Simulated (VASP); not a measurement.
# EuMg2Fe (P-3m1) in VASP: single point with PBE

Aim: the single point of EuMg2Fe with PBE.

All numbers are computed with VASP 6.6.1; they aren't measurements. Logs are shortened: lines on timing, memory, paths and dates and some standing lists are left out, and cuts for length are marked.

## Step 1: The cell of the first run

Symmetry: P-3m1, No. 164, trigonal system. Conventional cell: a = 4.842 Å, b = 4.842 Å, c = 5.138 Å, α = 90.00°, β = 90.00°, γ = 120.00°. Eu (site symmetry -3m) has 2 Fe at 2.57 Å within 3.4 Å. Within 3.4 Å of Fe (site symmetry -3m) lie 2 Eu at 2.57 Å and 6 Mg at 2.80 Å. Within 3.7 Å of Mg (site symmetry 3m) lie 3 Fe at 2.80 Å and 3 Mg at 2.80 Å.

## Step 2: Single point, PBE, collinear spin, ferromagnetic start

Input file INCAR:

```
  PREC = Accurate
  ENCUT = 520
  EDIFF = 1E-6
  ISMEAR = -1
  SIGMA = 0.05
  LREAL = False
  LASPH = True
  NELM = 150
  ALGO = Normal
  ISIF = 2
  LWAVE = False
  LCHARG = False
  ISPIN = 2
  MAGMOM = 8.5 4.5 0 0
  LORBIT = 11
  LMAXMIX = 6
  GGA = PE
  NBANDS = 26
```

Input file KPOINTS:

```
regular mesh
0
Gamma
  6 6 5
```

Input file POSCAR:

```
EuMg2Fe
1.0
    4.8417656924      0.0000000000      0.0000000000
   -2.4208828462      4.1930920888      0.0000000000
    0.0000000000      0.0000000000      5.1378410000
Eu Fe Mg
1 1 2
Direct
    0.0000000000      0.0000000000      0.5000000000
    0.0000000000      0.0000000000      0.0000000000
    0.3333333333      0.6666666667      0.0215600000
    0.6666666667      0.3333333333      0.9784400000
```

Potentials or basis: VASP PAW PBE potentials, release 64 (Eu, Fe, Mg).

Command:

```console
$ cat potpaw_PBE.64/Eu/POTCAR potpaw_PBE.64/Fe/POTCAR potpaw_PBE.64/Mg/POTCAR > POTCAR
$ mpirun -np 1 vasp_std > vasp.out
```

OUTCAR:

```text
PREC = Accurate
   ENCUT = 520
   EDIFF = 1E-6
   ISMEAR = -1
   LREAL = False
   LASPH = True
   NELM = 150
   ISIF = 2
   ISPIN = 2
   LORBIT = 11
   GGA = PE

 ion  position               nearest neighbor table
   1  0.000  0.000  0.500-   2 2.57   2 2.57
   2  0.000  0.000  0.000-   1 2.57   1 2.57   4 2.80   3 2.80   4 2.80   3 2.80   4 2.80   3 2.80

   3  0.333  0.667  0.022-   2 2.80   2 2.80   2 2.80   4 2.80   4 2.80   4 2.80
   4  0.667  0.333  0.978-   2 2.80   2 2.80   2 2.80   3 2.80   3 2.80   3 2.80

  LATTYP: Found a hexagonal cell.
 ALAT       =     4.8417656924
 C/A-ratio  =     1.0611502758

  Lattice vectors:

 A1 = (   4.8417656924,   0.0000000000,   0.0000000000)
 A2 = (  -2.4208828462,   4.1930920888,   0.0000000000)
 A3 = (   0.0000000000,   0.0000000000,   5.1378410000)

Analysis of symmetry for initial positions (statically):
=====================================================================
 Subroutine PRICEL returns:
 Original cell was already a primitive cell.

 Routine SETGRP: Setting up the symmetry group for a
 hexagonal supercell.

 Subroutine GETGRP returns: Found 12 space group operations
 (whereof 12 operations were pure point group operations)
 out of a pool of 24 trial point group operations.

The static configuration has the point symmetry D_3d.

Analysis of symmetry for dynamics (positions and initial velocities):
=====================================================================
 Subroutine PRICEL returns:
 Original cell was already a primitive cell.

 Routine SETGRP: Setting up the symmetry group for a
 hexagonal supercell.

 Subroutine GETGRP returns: Found 12 space group operations
 (whereof 12 operations were pure point group operations)
 out of a pool of 24 trial point group operations.

The dynamic configuration has the point symmetry D_3d.

Analysis of structural, dynamic, and magnetic symmetry:
=====================================================================
 Subroutine PRICEL returns:
 Original cell was already a primitive cell.

 Routine SETGRP: Setting up the symmetry group for a
 hexagonal supercell.

 Subroutine GETGRP returns: Found 12 space group operations
 (whereof 12 operations were pure point group operations)
 out of a pool of 24 trial point group operations.

The overall configuration has the point symmetry D_3d.

 Subroutine INISYM returns: Found 12 space group operations
 (whereof 12 operations are pure point group operations),
 and found     1 'primitive' translations

----------------------------------------------------------------------------------------

                                     Primitive cell

  volume of cell :     104.3083

  direct lattice vectors                    reciprocal lattice vectors
     4.841765692  0.000000000  0.000000000     0.206536223  0.119243744  0.000000000
    -2.420882846  4.193092089  0.000000000     0.000000000  0.238487488  0.000000000
     0.000000000  0.000000000  5.137841000     0.000000000  0.000000000  0.194634283

  length of vectors
     4.841765692  4.841765692  5.137841000     0.238487488  0.238487488  0.194634283

  position of ions in fractional coordinates (direct lattice)
     0.000000000  0.000000000  0.500000000
     0.000000000  0.000000000  0.000000000
     0.333333333  0.666666667  0.021560000
     0.666666667  0.333333333  0.978440000

  ion indices of the primitive-cell ions
   primitive index   ion index
                 1           1
                 2           2
                 3           3
                 4           4

----------------------------------------------------------------------------------------

 KPOINTS: regular mesh

Automatic generation of k-mesh.
 Grid dimensions read from file:
 generate k-points for:    6    6    5

 Generating k-lattice:

  Cartesian coordinates                     Fractional coordinates (reciprocal lattice)
     0.034422704  0.019873957  0.000000000     0.166666667  0.000000000  0.000000000
     0.000000000  0.039747915  0.000000000     0.000000000  0.166666667  0.000000000
     0.000000000  0.000000000  0.038926857     0.000000000  0.000000000  0.200000000

  Length of vectors
     0.039747915  0.039747915  0.038926857

  Shift w.r.t. Gamma in fractional coordinates (k-lattice)
     0.000000000  0.000000000  0.000000000

 Subroutine IBZKPT returns following result:
 ===========================================

 Found     27 irreducible k-points:

 Following reciprocal coordinates:
            Coordinates               Weight
  0.000000  0.000000  0.000000      1.000000
  0.166667 -0.000000  0.000000      6.000000
  0.333333  0.000000  0.000000      6.000000
  0.500000  0.000000  0.000000      3.000000
  0.166667  0.166667  0.000000      6.000000
  0.333333  0.166667  0.000000     12.000000
[... 16 lines left out ...]
  0.500000  0.000000  0.400000      6.000000
  0.166667  0.166667  0.400000     12.000000
 [... further k-points ...]
   k-points           NKPTS =     27   k-points in BZ     NKDIM =     27   number of bands    NBANDS=     26
   number of dos      NEDOS =    301   number of ions     NIONS =      4
   total plane-waves  NPLWV =  51840
   dimension x,y,z NGX =    36 NGY =   36 NGZ =   40
   dimension x,y,z NGXF=    72 NGYF=   72 NGZF=   80
   ions per type =               1   1   2
   NGX,Y,Z   is equivalent  to a cutoff of  12.36, 12.36, 12.94 a.u.
   NGXF,Y,Z  is equivalent  to a cutoff of  24.72, 24.72, 25.89 a.u.
 SYSTEM =  unknown system
   PREC   = accura    normal or accurate (medium, high low for compatibility)
   ISTART =      0    job   : 0-new  1-cont  2-samecut
   ICHARG =      2    charge: 1-file 2-atom 10-const
   ISPIN  =      2    spin polarized calculation?
   LNONCOLLINEAR =      F non collinear calculations
   LSORBIT =      F    spin-orbit coupling
   LASPH  =      T    aspherical Exc in radial PAW
   ENCUT  =  520.0 eV  38.22 Ry    6.18 a.u.   9.00  9.00  9.55*2*pi/ulx,y,z
   NELM   =    150;   NELMIN=  2; NELMDL= -5     # of ELM steps
   EDIFF  = 0.1E-05   stopping-criterion for ELM
   LREAL  =      F    real-space projection
   EDIFFG = 0.1E-04   stopping-criterion for IOM
   NSW    =      0    number of steps for IOM
   IBRION =     -1    ionic relax: 0-MD 1-quasi-New 2-CG
   NFREE  =      0    steps in history (QN), initial steepest desc. (CG)
   ISIF   =      2    stress and relaxation
   ISYM   =      2    0-nonsym 1-usesym 2-fastsym
   POTIM  = 0.5000    time-step for ionic-motion
   TEBEG  =    0.0;   TEEND  =   0.0 temperature during run
   PSTRESS=    0.0 pullay stress
   NELECT =      29.0000    total number of electrons
   NUPDOWN=      -1.0000    fix difference up-down
   EMIN   =  10.00;   EMAX   =-10.00  energy-range for DOS
   EFERMI =   0.00;   METHOD = LEGACY
   ISMEAR =    -1;   SIGMA  =   0.05  broadening in eV -4-tet -1-fermi 0-gaus
   EFERMI_NEDOS =   21; number of points for ismear=-14 and -15
   IALGO  =     38    algorithm
   IMIX   =      4    mixing-type and parameters
     AMIX     =   0.40;   BMIX     =  1.00
     AMIX_MAG =   1.60;   BMIX_MAG =  1.00
  volume/ion in A,a.u.               =      26.08       175.98
  Fermi-wavevector in a.u.,A,eV,Ry     =   1.068484  2.019141 15.533191  1.141657
  Thomas-Fermi vector in A             =   2.204133
   LORBIT       =     11    0 simple, 1 ext, 2 COOP (PROOUT), +10 PAW based schemes
   GGA     = PE    functional components
   LHFCALC =     F    Hartree Fock is set to
   AEXX    =    0.0000 exact exchange contribution
   IVDW    =     0    specifies the selected vdW correction
   LEPSILON=     F    determine dielectric tensor
   LRPA    =     F    only Hartree local field effects (RPA)
 spin polarized calculation
  energy-cutoff  :      520.00
  volume of cell :      104.31
 maximum number of plane-waves:      2830
   NGX = 17   NGY = 17   NGZ = 19

 number of electron      29.0000003 magnetization      10.8317976

 number of electron      29.0000003 magnetization       7.8268060

 Free energy of the ion-electron system (eV)
  ---------------------------------------------------
  ext. energy  EPLUGINS =         0.00000000
  ---------------------------------------------------
  free energy    TOTEN  =       -21.42802765 eV

  energy without entropy =      -21.37308055  energy(sigma->0) =      -21.40055410

 E-fermi :   2.0446     XC(G=0):  -8.8476

 val. band max:        2.0445847632   @ k =   0.5000   0.0000   0.2000
 cond. band min:       2.0485070527   @ k =   0.1667   0.1667   0.0000
 fundamental gap:      0.0039222895
 Fermi energy:         2.0446147048

 spin component 1

 k-point     1 :       0.0000    0.0000    0.0000
  band No.  band energies     occupation
      1     -39.2758      1.00000
      2     -18.1143      1.00000
      3     -17.9581      1.00000
      4     -17.9581      1.00000
      5      -3.7252      1.00000
      6       0.0708      1.00000
[... 18 lines left out ...]
     25       6.0726      0.00000
     26       6.0726      0.00000
[... 644 lines left out ...]
      4     -17.9672      1.00000
      5      -2.3624      1.00000
      6       0.0999      1.00000
[... 18 lines left out ...]
     25       6.4217      0.00000
     26       6.9333      0.00000

 [... further k-points ...]

 spin component 2

 k-point     1 :       0.0000    0.0000    0.0000
  band No.  band energies     occupation
      1     -36.2454      1.00000
      2     -16.0052      1.00000
      3     -15.7557      1.00000
      4     -15.7557      1.00000
      5      -3.5961      1.00000
      6       1.0968      1.00000
[... 18 lines left out ...]
     25       6.8927      0.00000
     26       7.0456      0.00000
[... 644 lines left out ...]
      4     -15.7684      1.00000
      5      -2.2571      1.00000
      6       0.4587      1.00000
[... 18 lines left out ...]
     25       7.1163      0.00000
     26       7.3903      0.00000

 [... further k-points ...]
[... 5 lines left out ...]
  --------------------------------------------------------------------------------------
  -------------------------------------------------------------------------------------
  Total       -0.7995600     -0.7995600     -1.2664209      0.0000000     -0.0000000      0.0000000
  in kB      -12.2812564    -12.2812564    -19.4522484      0.0000000     -0.0000000      0.0000000
  external PRESSURE =     -14.6715871 kB  Pullay stress =       0.0000000 kB

 VOLUME and BASIS-vectors are now :
 -----------------------------------------------------------------------------
  energy-cutoff  :      520.00
  volume of cell :      104.31
      direct lattice vectors                 reciprocal lattice vectors
     4.841765692  0.000000000  0.000000000     0.206536223  0.119243744  0.000000000
    -2.420882846  4.193092089  0.000000000     0.000000000  0.238487488  0.000000000
     0.000000000  0.000000000  5.137841000     0.000000000  0.000000000  0.194634283

 POSITION                                       TOTAL-FORCE (eV/Angst)
 -----------------------------------------------------------------------------------
      0.00000      0.00000      2.56892        -0.000000      0.000000      0.000000
      0.00000      0.00000      0.00000        -0.000000      0.000000      0.000000
     -0.00000      2.79539      0.11077         0.000000      0.000000     -0.062256
      2.42088      1.39770      5.02707        -0.000000     -0.000000      0.062256
 -----------------------------------------------------------------------------------
    total drift:                               -0.000000     -0.000000      0.000000

  FREE ENERGIE OF THE ION-ELECTRON SYSTEM (eV)
  ---------------------------------------------------
  free  energy   TOTEN  =       -21.4280276503 eV

  energy  without entropy=      -21.3730805463  energy(sigma->0) =      -21.40055410

 total charge

# of ion       s       p       d       f       tot
--------------------------------------------------
    1        2.061   5.696   0.484   6.561  14.802
    2        0.483   0.264   6.422   0.000   7.169
    3        0.223   0.143   0.016   0.000   0.382
    4        0.223   0.143   0.016   0.000   0.382
--------------------------------------------------
tot          2.991   6.247   6.936   6.561  22.734

 magnetization (x)

# of ion       s       p       d       f       tot
--------------------------------------------------
    1       -0.006  -0.097   0.082   6.510   6.489
    2        0.025   0.032   0.945   0.000   1.002
    3       -0.009  -0.005   0.001   0.000  -0.013
    4       -0.009  -0.005   0.001   0.000  -0.013
--------------------------------------------------
tot          0.000  -0.074   1.028   6.510   7.463
```

Run time: 5.4 min. Hardware: 1 thread of AMD EPYC 9R45 (Zen 5), shared host; peak memory 0.33 GiB.

What came out:

```yaml
Free_energy: -21.4280 eV
Pressure: -1.5 GPa
Largest_force: 0.062 eV/Å
Net_moment: 7.83 μB per cell
Site_moments: Eu +6.49; Fe +1.00; Mg -0.01 μB
Valence_electrons_inside_the_program's_atomic_spheres: Eu 14.80; Fe 7.17; Mg 0.38
```

Forces in eV/Å, atoms in the order of the input:
```
Eu   0.000  0.000  0.000
Fe   0.000  0.000  0.000
Mg   0.000  0.000 -0.062
Mg   0.000  0.000  0.062
```

Caveat: spin-orbit coupling is left out, which moves the levels of the heavy elements; without U or exact exchange the open f shell lies at the Fermi level, which spoils levels, moments and volumes.
